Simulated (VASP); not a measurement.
PbSe (Clausthalite):

```
Pb Se
1.0
     0.00000    3.06065    3.06065
     3.06065    0.00000    3.06065
     3.06065    3.06065    0.00000
Pb Se
1 1
Direct
  0.00000 0.00000 0.00000
  0.50000 0.50000 0.50000
```

| Quantity | Value |
| --- | --- |
| Program | VASP 6.6.1 |
| Task | relaxation of cell and atoms |
| Functional | r2SCAN |
| Potentials or basis | VASP PAW PBE potentials, release 64 (Pb_d, Se) |
| Cutoff | 600 eV |
| k mesh | 5 × 5 × 5 |
| Occupations | gaussian, width 0.01 eV |
| Spin | no spin polarisation |

At the start: pressure 1.4 GPa; volume 28.67 Å³/atom.

Q: How do energy, volume and symmetry change on relaxing?

A: Over 3 steps the energy falls by 3.4 meV/atom and the volume is 29.44 Å³/atom (+2.7 %); space group Fm-3m (No. 225, to 0.05 Å).

Step by step:
```csv
step,energy change (eV),largest force (eV/Å),pressure (GPa),volume (Å³)
1,0.0000,0.0000,1.45,57.34
2,-0.0056,0.0000,-0.54,59.52
3,-0.0067,0.0000,0.01,58.87
```

Final structure:
```yaml
crystal:
  lattice:
    - [0.00000, 3.08762, 3.08762]
    - [3.08762, 0.00000, 3.08762]
    - [3.08762, 3.08762, 0.00000]
  atoms:
    - { symbol: Pb, position: [0.00000, 0.00000, 0.00000] }
    - { symbol: Se, position: [0.50000, 0.50000, 0.50000] }
```

Caveat: the PAW data sets were made with another functional, which shifts forces and pressure a little.
